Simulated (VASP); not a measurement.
A run of VASP 6.6.1 is set up as follows.

The input INCAR:

```
  PREC = Accurate
  ENCUT = 520
  EDIFF = 1E-6
  ISMEAR = 0
  SIGMA = 0.1
  LREAL = False
  LASPH = True
  NELM = 100
  ALGO = Normal
  ISIF = 2
  LWAVE = False
  LCHARG = True
  LDIPOL = True
  IDIPOL = 3
  DIPOL = 0.5 0.5 0.500
  GGA = PS
  LELF = True
  LVHAR = True
  LVACPOTAV = True
  NBANDS = 28
```

The input KPOINTS:

```
regular mesh
0
Gamma
  12 12 1
```

POSCAR

```
CoPt2O2
1.0
    2.8101831225      0.0000000000      0.0000000000
   -1.4050915612      2.4336899733      0.0000000000
    0.0000000000      0.0000000000     10.8988731690
Pt O Co
2 2 1
Direct
    0.6666666667      0.3333333333      0.2293815114
    0.3333333333      0.6666666667      0.7706184886
    0.6666666667      0.3333333333      0.4116215157
    0.3333333333      0.6666666667      0.5883784843
    0.0000000000      0.0000000000      0.5000000000
```

Potentials or basis: VASP PAW PBE potentials, release 64 (Pt, O, Co).

The run is started by

```bash
$ cat potpaw_PBE.64/Pt/POTCAR potpaw_PBE.64/O/POTCAR potpaw_PBE.64/Co/POTCAR > POTCAR
$ mpirun -np 1 vasp_std > vasp.out
```

(1) What does it give for the largest force?

(2) Estimate the band gap on the k mesh.

Results:

(1) 0.872 eV/Å.

(2) zero (an odd number of electrons rules out a gap without spin polarisation).

Caveat: the k points lie up to 0.58 Å⁻¹ apart, too coarse for converged energies and pressures of a metal; the PAW data sets were made with another functional, which shifts forces and pressure a little; spin-orbit coupling is left out, which moves the levels of the heavy elements; an odd number of electrons without spin polarisation forces a metal; a magnetic or distorted state may lie lower; the run has no spin polarisation, though such a crystal can be magnetic.
